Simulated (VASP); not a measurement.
Re, 1 atom in the cell. Symmetry: I4/mmm, No. 139, tetragonal system. The conventional cell has a = 2.793 Å, b = 2.793 Å, c = 3.752 Å, α = 90.00°, β = 90.00°, γ = 90.00°. Within 3.6 Å of Re (site symmetry 4/mmm) lie 12 Re at 2.72 to 2.79 Å.  This cell differs from its parent crystal: strain +0.000 along x and y, -0.050 along z.

| Item | Value |
| --- | --- |
| Program | VASP 6.6.1 |
| Task | single point |
| Functional | PBE |
| Potentials or basis | VASP PAW PBE potentials, release 64 (Re) |
| Cutoff | 520 eV |
| k mesh | 20 × 20 × 20 |
| Occupations | gaussian, width 0.15 eV |
| Spin | no spin polarisation |
| Dipole correction | no |
| Further INCAR settings | ALGO = Fast; EDIFF = 1e-07; NBANDS = 10 |

Potentials or basis: VASP PAW PBE potentials, release 64 (Re).

Command:

```bash
$ cat potpaw_PBE.64/Re/POTCAR > POTCAR
$ mpirun -np 1 vasp_std > vasp.out
```

Hardware: 1 thread of Intel(R) Xeon(R) Platinum 8259CL CPU @ 2.50GHz (Skylake/Cascade Lake), on a shared host.

Q: Estimate the wall time of this run.

A: It took 2.7 min on 1 thread of Intel(R) Xeon(R) Platinum 8259CL CPU @ 2.50GHz (Skylake/Cascade Lake) (shared host), peak memory 0.21 GiB. Counts: scf iterations 15, k points 641.
